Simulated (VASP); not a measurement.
# LiBr (Fm-3m) in VASP: a series of runs

LiBr is run at these levels: PBEsol; tasks: single point, relaxation of cell and atoms.

All numbers are computed with VASP 6.6.1; they aren't measurements. Logs are shortened: lines on timing, memory, paths and dates and some standing lists are left out, and cuts for length are marked.

## 1. The cell of the first run

The structure is cubic, space group Fm-3m (No. 225). Conventional cell: a = 5.414 Å, b = 5.414 Å, c = 5.414 Å, α = 90.00°, β = 90.00°, γ = 90.00°. Li (site symmetry m-3m) has 6 Br at 2.71 Å within 3.6 Å. Within 3.6 Å of Br (site symmetry m-3m) lie 6 Li at 2.71 Å.

## 2. Single point, PBEsol

Input file INCAR:

```
SYSTEM = LiBr
ALGO = Normal ; EDIFF = 1E-6
ENCUT = 750 ; GGA = PS
GGA_COMPAT = .False. ; ISIF = 2
ISMEAR = 0 ; LASPH = .True.
LCHARG = .False. ; LREAL = .False.
LWAVE = .False. ; NBANDS = 12
NELM = 120 ; PREC = Accurate
SIGMA = 0.01
```

Input file KPOINTS:

```
k-points
0
Gamma
  5 5 5
  0 0 0
```

Input file POSCAR:

```
LiBr
1.0
    0.0000000000      2.7072062857      2.7072062857
    2.7072062857      0.0000000000      2.7072062857
    2.7072062857      2.7072062857      0.0000000000
Li Br
1 1
Direct
    0.0000000000      0.0000000000      0.0000000000
    0.5000000000      0.5000000000      0.5000000000
```

Potentials or basis: VASP PAW PBE potentials, release 64 (Li_sv, Br).

Command:

```
> cat potpaw_PBE.64/Li_sv/POTCAR potpaw_PBE.64/Br/POTCAR > POTCAR
> mpirun -np 1 vasp_std > vasp.out
```

OUTCAR:

```text
SYSTEM = LiBr
   EDIFF = 1E-6
   ENCUT = 750
   GGA = PS
   ISIF = 2
   ISMEAR = 0
   LASPH = .True.
   LREAL = .False.
   NELM = 120
   PREC = Accurate

 ion  position               nearest neighbor table
   1  0.000  0.000  0.000-
   2  0.500  0.500  0.500-

  LATTYP: Found a face centered cubic cell.
 ALAT       =     5.4144125714

  Lattice vectors:

 A1 = (   0.0000000000,   2.7072062857,   2.7072062857)
 A2 = (   2.7072062857,   0.0000000000,   2.7072062857)
 A3 = (   2.7072062857,   2.7072062857,   0.0000000000)

Analysis of symmetry for initial positions (statically):
=====================================================================
 Subroutine PRICEL returns:
 Original cell was already a primitive cell.

 Routine SETGRP: Setting up the symmetry group for a
 face centered cubic supercell.

 Subroutine GETGRP returns: Found 48 space group operations
 (whereof 48 operations were pure point group operations)
 out of a pool of 48 trial point group operations.

The static configuration has the point symmetry O_h .

Analysis of symmetry for dynamics (positions and initial velocities):
=====================================================================
 Subroutine PRICEL returns:
 Original cell was already a primitive cell.

 Routine SETGRP: Setting up the symmetry group for a
 face centered cubic supercell.

 Subroutine GETGRP returns: Found 48 space group operations
 (whereof 48 operations were pure point group operations)
 out of a pool of 48 trial point group operations.

The dynamic configuration has the point symmetry O_h .

 Subroutine INISYM returns: Found 48 space group operations
 (whereof 48 operations are pure point group operations),
 and found     1 'primitive' translations

----------------------------------------------------------------------------------------

                                     Primitive cell

  volume of cell :      39.6820

  direct lattice vectors                    reciprocal lattice vectors
     0.000000000  2.707206286  2.707206286    -0.184692243  0.184692243  0.184692243
     2.707206286  0.000000000  2.707206286     0.184692243 -0.184692243  0.184692243
     2.707206286  2.707206286  0.000000000     0.184692243  0.184692243 -0.184692243

  length of vectors
     3.828567845  3.828567845  3.828567845     0.319896348  0.319896348  0.319896348

  position of ions in fractional coordinates (direct lattice)
     0.000000000  0.000000000  0.000000000
     0.500000000  0.500000000  0.500000000

  ion indices of the primitive-cell ions
   primitive index   ion index
                 1           1
                 2           2

----------------------------------------------------------------------------------------

 KPOINTS: k-points

Automatic generation of k-mesh.
 Grid dimensions read from file:
 generate k-points for:    5    5    5

 Generating k-lattice:

  Cartesian coordinates                     Fractional coordinates (reciprocal lattice)
    -0.036938449  0.036938449  0.036938449     0.200000000  0.000000000  0.000000000
     0.036938449 -0.036938449  0.036938449     0.000000000  0.200000000  0.000000000
     0.036938449  0.036938449 -0.036938449     0.000000000  0.000000000  0.200000000

  Length of vectors
     0.063979270  0.063979270  0.063979270

  Shift w.r.t. Gamma in fractional coordinates (k-lattice)
     0.000000000  0.000000000  0.000000000

 Subroutine IBZKPT returns following result:
 ===========================================

 Found     10 irreducible k-points:

 Following reciprocal coordinates:
            Coordinates               Weight
  0.000000  0.000000  0.000000      1.000000
  0.200000  0.000000  0.000000      8.000000
  0.400000  0.000000  0.000000      8.000000
  0.200000  0.200000  0.000000      6.000000
  0.400000  0.200000  0.000000     24.000000
 -0.400000  0.200000  0.000000     24.000000
 -0.200000  0.200000  0.000000     12.000000
  0.400000  0.400000  0.000000      6.000000
 -0.400000  0.400000  0.000000     12.000000
 -0.400000  0.400000  0.200000     24.000000
   k-points           NKPTS =     10   k-points in BZ     NKDIM =     10   number of bands    NBANDS=     12
   number of dos      NEDOS =    301   number of ions     NIONS =      2
   total plane-waves  NPLWV =  46656
   dimension x,y,z NGX =    36 NGY =   36 NGZ =   36
   dimension x,y,z NGXF=    72 NGYF=   72 NGZF=   72
   ions per type =               1   1
   NGX,Y,Z   is equivalent  to a cutoff of  15.63, 15.63, 15.63 a.u.
   NGXF,Y,Z  is equivalent  to a cutoff of  31.26, 31.26, 31.26 a.u.
 SYSTEM =  LiBr
   PREC   = accura    normal or accurate (medium, high low for compatibility)
   ISTART =      0    job   : 0-new  1-cont  2-samecut
   ICHARG =      2    charge: 1-file 2-atom 10-const
   ISPIN  =      1    spin polarized calculation?
   LNONCOLLINEAR =      F non collinear calculations
   LSORBIT =      F    spin-orbit coupling
   LASPH  =      T    aspherical Exc in radial PAW
   ENCUT  =  750.0 eV  55.12 Ry    7.42 a.u.   8.55  8.55  8.55*2*pi/ulx,y,z
   NELM   =    120;   NELMIN=  2; NELMDL= -5     # of ELM steps
   EDIFF  = 0.1E-05   stopping-criterion for ELM
   LREAL  =      F    real-space projection
   EDIFFG = 0.1E-04   stopping-criterion for IOM
   NSW    =      0    number of steps for IOM
   IBRION =     -1    ionic relax: 0-MD 1-quasi-New 2-CG
   NFREE  =      0    steps in history (QN), initial steepest desc. (CG)
   ISIF   =      2    stress and relaxation
   ISYM   =      2    0-nonsym 1-usesym 2-fastsym
   POTIM  = 0.5000    time-step for ionic-motion
   TEBEG  =    0.0;   TEEND  =   0.0 temperature during run
   PSTRESS=    0.0 pullay stress
   NELECT =      10.0000    total number of electrons
   NUPDOWN=      -1.0000    fix difference up-down
   EMIN   =  10.00;   EMAX   =-10.00  energy-range for DOS
   EFERMI =   0.00;   METHOD = LEGACY
   ISMEAR =     0;   SIGMA  =   0.01  broadening in eV -4-tet -1-fermi 0-gaus
   EFERMI_NEDOS =   21; number of points for ismear=-14 and -15
   IALGO  =     38    algorithm
   IMIX   =      4    mixing-type and parameters
     AMIX     =   0.40;   BMIX     =  1.00
     AMIX_MAG =   1.60;   BMIX_MAG =  1.00
  volume/ion in A,a.u.               =      19.84       133.89
  Fermi-wavevector in a.u.,A,eV,Ry     =   1.034055  1.954080 14.548288  1.069269
  Thomas-Fermi vector in A             =   2.168331
   LORBIT       =      0    0 simple, 1 ext, 2 COOP (PROOUT), +10 PAW based schemes
   GGA     = PS    functional components
   LHFCALC =     F    Hartree Fock is set to
   AEXX    =    0.0000 exact exchange contribution
   IVDW    =     0    specifies the selected vdW correction
   LEPSILON=     F    determine dielectric tensor
   LRPA    =     F    only Hartree local field effects (RPA)
 non-spin polarized calculation
 Gauss-broadening in eV      SIGMA  =   0.01
  energy-cutoff  :      750.00
  volume of cell :       39.68
 maximum number of plane-waves:      1865
 NGX is ok and might be reduce to    36
   NGX = 17   NGY = 17   NGZ = 17

 number of electron      10.0000001 magnetization

 Free energy of the ion-electron system (eV)
  ---------------------------------------------------
  ext. energy  EPLUGINS =         0.00000000
  ---------------------------------------------------
  free energy    TOTEN  =        -6.93285326 eV

  energy without entropy =       -6.93285326  energy(sigma->0) =       -6.93285326

 E-fermi :   0.6536     XC(G=0):  -8.7848

 val. band max:        0.5791376570   @ k =   0.0000   0.0000   0.0000
 cond. band min:       5.5566974667   @ k =   0.0000   0.0000   0.0000
 fundamental gap:      4.9775598097
 Fermi energy:         0.6535601905

 k-point     1 :       0.0000    0.0000    0.0000
  band No.  band energies     occupation
      1     -43.0304      2.00000
      2     -13.0482      2.00000
      3       0.5791      2.00000
      4       0.5791      2.00000
      5       0.5791      2.00000
      6       5.5567      0.00000
      7      11.0004      0.00000
      8      11.0004      0.00000
      9      11.0004      0.00000
     10      12.9498      0.00000
     11      12.9498      0.00000
     12      12.9498      0.00000

 k-point     2 :       0.2000    0.0000    0.0000
  band No.  band energies     occupation
      1     -43.0299      2.00000
      2     -12.8761      2.00000
      3      -0.7717      2.00000
      4       0.4706      2.00000
      5       0.4706      2.00000
      6       6.4711      0.00000
      7      10.1097      0.00000
      8      10.2001      0.00000
      9      10.2001      0.00000
     10      12.4131      0.00000
     11      12.4131      0.00000
     12      13.5129      0.00000

 k-point     3 :       0.4000    0.0000    0.0000
  band No.  band energies     occupation
      1     -43.0291      2.00000
      2     -12.5676      2.00000
      3      -2.3261      2.00000
      4       0.3139      2.00000
      5       0.3139      2.00000
      6       6.1731      0.00000
      7       8.7947      0.00000
      8       8.7947      0.00000
      9      12.1212      0.00000
     10      14.2423      0.00000
     11      15.2044      0.00000
     12      15.2044      0.00000

 k-point     4 :       0.2000    0.2000    0.0000
  band No.  band energies     occupation
      1     -43.0297      2.00000
      2     -12.8147      2.00000
      3      -0.6832      2.00000
      4       0.0922      2.00000
      5       0.0922      2.00000
      6       7.4195      0.00000
      7       9.1080      0.00000
      8       9.1757      0.00000
      9      11.4099      0.00000
     10      11.4099      0.00000
     11      14.5271      0.00000
     12      15.1094      0.00000

 k-point     5 :       0.4000    0.2000    0.0000
  band No.  band energies     occupation
      1     -43.0290      2.00000
      2     -12.5392      2.00000
      3      -1.9085      2.00000
      4      -0.3661      2.00000
      5      -0.1373      2.00000
      6       7.5261      0.00000
      7       8.5996      0.00000
      8       9.7154      0.00000
      9      10.5015      0.00000
     10      13.0583      0.00000
     11      16.3083      0.00000
     12      16.5929      0.00000

 k-point     6 :      -0.4000    0.2000    0.0000
  band No.  band energies     occupation
      1     -43.0287      2.00000
      2     -12.4260      2.00000
      3      -2.2660      2.00000
      4      -0.8634      2.00000
      5       0.0575      2.00000
      6       7.1866      0.00000
      7       8.9260      0.00000
      8       9.4142      0.00000
      9      11.5699      0.00000
     10      14.3139      0.00000
     11      15.1255      0.00000
     12      15.7850      0.00000

 k-point     7 :      -0.2000    0.2000    0.0000
  band No.  band energies     occupation
      1     -43.0293      2.00000
      2     -12.6497      2.00000
      3      -1.5050      2.00000
      4      -0.5478      2.00000
      5       0.4451      2.00000
      6       7.3626      0.00000
      7       9.3314      0.00000
      8       9.4818      0.00000
      9      10.0076      0.00000
     10      12.5185      0.00000
     11      14.6075      0.00000
     12      16.0016      0.00000

 k-point     8 :       0.4000    0.4000    0.0000
  band No.  band energies     occupation
      1     -43.0286      2.00000
      2     -12.3740      2.00000
      3      -2.3173      2.00000
      4      -0.5719      2.00000
      5      -0.5719      2.00000
      6       7.0017      0.00000
      7       7.6286      0.00000
      8      11.4779      0.00000
      9      12.8363      0.00000
     10      12.8363      0.00000
     11      16.1200      0.00000
     12      18.5035      0.00000

 k-point     9 :      -0.4000    0.4000    0.0000
  band No.  band energies     occupation
      1     -43.0285      2.00000
      2     -12.3005      2.00000
      3      -2.3072      2.00000
      4      -1.2431      2.00000
      5      -0.4738      2.00000
      6       7.0704      0.00000
      7       8.7057      0.00000
      8      11.4942      0.00000
      9      11.6527      0.00000
     10      12.8179      0.00000
     11      16.7090      0.00000
     12      17.8203      0.00000

 k-point    10 :      -0.4000    0.4000    0.2000
  band No.  band energies     occupation
      1     -43.0286      2.00000
      2     -12.3499      2.00000
      3      -2.0146      2.00000
      4      -1.3636      2.00000
      5      -0.4344      2.00000
      6       8.2837      0.00000
      7       8.9012      0.00000
      8       9.3245      0.00000
      9      11.2731      0.00000
     10      13.8244      0.00000
     11      15.1624      0.00000
     12      17.9744      0.00000

------------------------ aborting loop because EDIFF is reached ----------------------------------------

  FORCE on cell =-STRESS in cart. coord.  units (eV):
  Direction    XX          YY          ZZ          XY          YZ          ZX
  --------------------------------------------------------------------------------------
  -------------------------------------------------------------------------------------
  Total       -0.0077168     -0.0077168     -0.0077168     -0.0000000     -0.0000000      0.0000000
  in kB       -0.3115699     -0.3115699     -0.3115699     -0.0000000     -0.0000000      0.0000000
  external PRESSURE =      -0.3115699 kB  Pullay stress =       0.0000000 kB

 VOLUME and BASIS-vectors are now :
 -----------------------------------------------------------------------------
  energy-cutoff  :      750.00
  volume of cell :       39.68
      direct lattice vectors                 reciprocal lattice vectors
     0.000000000  2.707206286  2.707206286    -0.184692243  0.184692243  0.184692243
     2.707206286  0.000000000  2.707206286     0.184692243 -0.184692243  0.184692243
     2.707206286  2.707206286  0.000000000     0.184692243  0.184692243 -0.184692243

 POSITION                                       TOTAL-FORCE (eV/Angst)
 -----------------------------------------------------------------------------------
      0.00000      0.00000      0.00000        -0.000000     -0.000000     -0.000000
      2.70721      2.70721      2.70721         0.000000      0.000000      0.000000
 -----------------------------------------------------------------------------------
    total drift:                                0.000000      0.000000      0.000000

  FREE ENERGIE OF THE ION-ELECTRON SYSTEM (eV)
  ---------------------------------------------------
  free  energy   TOTEN  =        -6.9328532618 eV

  energy  without entropy=       -6.9328532618  energy(sigma->0) =       -6.93285326
```

Wall time 12 s (1 thread of Intel Xeon 8259CL, shared host); peak memory 0.2 GiB.

Results:

```yaml
Free_energy: -6.9329 eV
Pressure: 0.0 GPa
Band_gap_on_the_k_mesh: 4.98 eV, direct
```

Levels at points of the mesh, in eV from the valence-band top:
| k point | band 2 | band 3 | band 4 | band 5 | band 6 | band 7 | band 8 | band 9 |
| --- | --- | --- | --- | --- | --- | --- | --- | --- |
| (0.00, 0.00, 0.00) | -13.63 | 0.00 | 0.00 | 0.00 | 4.98 | 10.42 | 10.42 | 10.42 |

Caveat: the PAW data sets were made with another functional, which shifts forces and pressure a little.

## 3. Relaxation of cell and atoms, PBEsol

This run uses another cell than the first one, of 20.81 Å³/atom, 1.049 times its volume.

Input file INCAR:

```
PREC     = Accurate       # precision mode
ENCUT    = 750            # plane-wave cutoff, eV
EDIFF    = 1E-7           # SCF threshold, eV
ISMEAR   = 0              # smearing method
SIGMA    = 0.01           # smearing width, eV
LREAL    = False          # projectors in reciprocal space
LASPH    = True           # aspherical terms in the spheres
NELM     = 120            # most SCF steps
ALGO     = Normal         # electronic algorithm
ISIF     = 3              # what is computed and relaxed
LWAVE    = False          # write WAVECAR
LCHARG   = False          # write CHGCAR
GGA      = PS             # functional
IBRION   = 2              # ionic algorithm
NSW      = 60             # ionic steps
EDIFFG   = -0.02          # ionic threshold
GGA_COMPAT= False        
NELMIN   = 4
```

Input file KPOINTS:

```
regular mesh
0
Gamma
  5 5 5
```

Input file POSCAR:

```
LiBr
1.0
    0.0000000000      2.7506500000      2.7506500000
    2.7506500000      0.0000000000      2.7506500000
    2.7506500000      2.7506500000      0.0000000000
Li Br
1 1
Direct
    0.0000000000      0.0000000000      0.0000000000
    0.5000000000      0.5000000000      0.5000000000
```

Potentials or basis: VASP PAW PBE potentials, release 64 (Li_sv, Br).

Command:

```
> cat potpaw_PBE.64/Li_sv/POTCAR potpaw_PBE.64/Br/POTCAR > POTCAR
> mpirun -np 1 vasp_std > vasp.out
```

Run time: 28 s. Hardware: 1 thread of Intel Xeon 8259CL, shared host; peak memory 0.2 GiB.

The run converged. Its results:

- Free energy: -6.9333 eV
- Relaxed volume: 19.84 Å³/atom
- Relaxed cell: a = 3.828 Å, b = 3.828 Å, c = 3.828 Å, α = 60.00°, β = 60.00°, γ = 60.00°
- Space group after relaxing (to 0.05 Å): Fm-3m (No. 225)
- Energy gained by relaxing: 4.1 meV/atom
- Ionic steps: 3
- Pressure after relaxing: 0.0 GPa
- Band gap on the k mesh: 4.98 eV, direct

The path:
| step | energy change (eV) | largest force (eV/Å) | pressure (GPa) | volume (Å³) |
| --- | --- | --- | --- | --- |
| 1 | 0.0000 | 0.0000 | -1.28 | 41.62 |
| 2 | -0.0061 | 0.0000 | -0.68 | 40.63 |
| 3 | -0.0083 | 0.0000 | -0.03 | 39.68 |

Final structure:
```cif
data_structure
_symmetry_space_group_name_H-M 'P 1'
_symmetry_Int_Tables_number 1
_cell_length_a 3.8284
_cell_length_b 3.8284
_cell_length_c 3.8284
_cell_angle_alpha 60.000
_cell_angle_beta 60.000
_cell_angle_gamma 60.000
_cell_volume 39.68
loop_
_atom_site_label
_atom_site_type_symbol
_atom_site_fract_x
_atom_site_fract_y
_atom_site_fract_z
_atom_site_occupancy
Li1 Li 0.00000 0.00000 0.00000 1
Br1 Br 0.50000 0.50000 0.50000 1
```

Levels at points of the mesh, in eV from the valence-band top:
| k point | band 1 | band 2 | band 3 | band 4 | band 5 | band 6 | band 7 | band 8 | band 9 |
| --- | --- | --- | --- | --- | --- | --- | --- | --- | --- |
| (0.00, 0.00, 0.00) | -43.61 | -13.63 | 0.00 | 0.00 | 0.00 | 4.98 | 10.42 | 10.42 | 10.42 |

Caveat: the PAW data sets were made with another functional, which shifts forces and pressure a little.
